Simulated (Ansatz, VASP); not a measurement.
# Two plane-wave programs on BN

```
B N
1.0
     2.50611    0.00000    0.00000
    -1.25306    2.17036    0.00000
     0.00000    0.00000    6.59240
B N
2 2
Direct
  0.87986 0.99019 0.50000
  0.44704 0.66320 0.00000
  0.11622 0.00267 0.00000
  0.55542 0.34091 0.50000
```

Change from the starting cell: mode 4 frozen in at -0.289 Å and mode 10 at -0.021 Å (largest displacements).

Alike in both runs: task single point; functional PBE; dispersion D3(BJ); k mesh 12 × 12 × 4; occupations methfessel-paxton of order 1, width 0.05 eV; no spin polarisation.

```csv
,VASP,Ansatz
version,VASP 6.6.1,Ansatz 0.2.0
potentials or method,"VASP PAW PBE potentials, release 64 (B, N), cutoff 520 eV","scalar-relativistic, plane waves, PAW"
valence electrons in the cell,16,16
```

|  | VASP | Ansatz | Ansatz less VASP |
| --- | --- | --- | --- |
| gap on the k mesh at the Fermi level (eV) | 3.68 | 3.69 | +0.008 |
| least direct gap on the mesh (eV) | 4.03 | 4.03 | +0.003 |
| pressure (GPa) | 0.5 | 0.5 | -0.04 |
| traceless stress, the component that is largest in VASP (GPa) | 3.07 | 2.97 | -0.096 |
| rms of the force components (eV/Å) | 0.699 | 0.701 | +0.0016 |

Atom by atom the forces differ by 0.002 eV/Å (rms over components).
